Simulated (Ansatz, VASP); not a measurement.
**KI in VASP and in Ansatz**

```
K I
1.0
     6.63948    0.00000    0.00000
     0.00000    6.63948    0.00000
     0.00000    0.00000    8.03355
K I
2 2
Cartesian
  0.0000 0.0000 0.0000
  3.3197 3.3197 0.0000
  3.3197 0.0000 7.0104
  0.0000 3.3197 1.0232
```

Change from the starting cell: ordered vacancies on the cation sites of antifluorite (P4/nmm, No. 129).

Alike in both runs: functional PBE; k mesh 4 × 4 × 2; occupations gaussian, width 0.1 eV; no spin polarisation.

Ansatz relaxed the structure, and its values are those at the end. VASP's run is a single point on that final structure, the one shown.

```csv
,VASP,Ansatz
version,VASP 6.6.1,Ansatz 0.2.0
potentials or method,"VASP PAW PBE potentials, release 64 (K_sv, I), cutoff 520 eV","scalar-relativistic, plane waves, PAW"
valence electrons in the cell,32,52
```

VASP gave:

* gap on the k mesh at the Fermi level (eV): 3.89
* least direct gap on the mesh (eV): 3.98
* pressure (GPa): 0.0
* rms of the force components (eV/Å): 0.003

Estimate Ansatz's values.

gap on the k mesh at the Fermi level (eV): 3.89; least direct gap on the mesh (eV): 3.99; pressure (GPa): 0.0; rms of the force components (eV/Å): 0.005.

VASP's potentials hold 32 valence electrons a cell and Ansatz's 52, so a difference there can come from the potentials and not from the codes.

Neither program's run includes spin-orbit coupling.
